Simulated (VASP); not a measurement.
Set up this calculation in VASP 6.6.1, as the native input.

```yaml
Task: single point
Functional: PBE
Potentials_or_basis: VASP PAW PBE potentials, release 64 (Al, P, O)
Cutoff: 520 eV
k_mesh: 10 × 10 × 10
Occupations: gaussian, width 0.1 eV
Spin: no spin polarisation
Dipole_correction: no
Further_INCAR_settings: ALGO = Normal; EDIFF = 1e-07; NBANDS = 38
```

The structure of AlP3O6 lies in POSCAR:

```
AlP3O6
1.0
    0.0000000000      3.5969132945      3.5969132945
    3.5969132945      0.0000000000      3.5969132945
    3.5969132945      3.5969132945      0.0000000000
Al P O
1 3 6
Direct
    0.0000000000      0.0000000000      0.0000000000
    0.2500000000      0.2500000000      0.2500000000
    0.7500000000      0.7500000000      0.7500000000
    0.5000000000      0.5000000000      0.5000000000
    0.7379917865      0.2620082135      0.2620082135
    0.2620082135      0.7379917865      0.7379917865
    0.2620082135      0.7379917865      0.2620082135
    0.7379917865      0.2620082135      0.7379917865
    0.2620082135      0.2620082135      0.7379917865
    0.7379917865      0.7379917865      0.2620082135
```

These files were run (other wordings do the same):

INCAR

```
SYSTEM = AlP3O6
  PREC = Accurate
  ENCUT = 520
  EDIFF = 1E-7
  ISMEAR = 0
  SIGMA = 0.1
  LREAL = .FALSE.
  LASPH = .TRUE.
  NELM = 100
  ALGO = Normal
  ISIF = 2
  LWAVE = .FALSE.
  LCHARG = .TRUE.
  GGA = PE
  LELF = .TRUE.
  LVHAR = .TRUE.
  NBANDS = 38
```

KPOINTS

```
regular mesh
0
G
  10 10 10
  0 0 0
```

Potentials or basis: VASP PAW PBE potentials, release 64 (Al, P, O).

The run is started by

```console
$ cat potpaw_PBE.64/Al/POTCAR potpaw_PBE.64/P/POTCAR potpaw_PBE.64/O/POTCAR > POTCAR
$ mpirun -np 1 vasp_std > vasp.out
```

It gave:

The pressure is -0.4 GPa and the band gap on the k mesh is zero (band 27 reaches 10.68 eV, above the bottom of band 28 at 8.12 eV).

Run time: 4.3 min on 1 thread of Intel(R) Xeon(R) Platinum 8375C CPU @ 2.90GHz (Ice Lake) (shared host), peak memory 0.3 GiB.
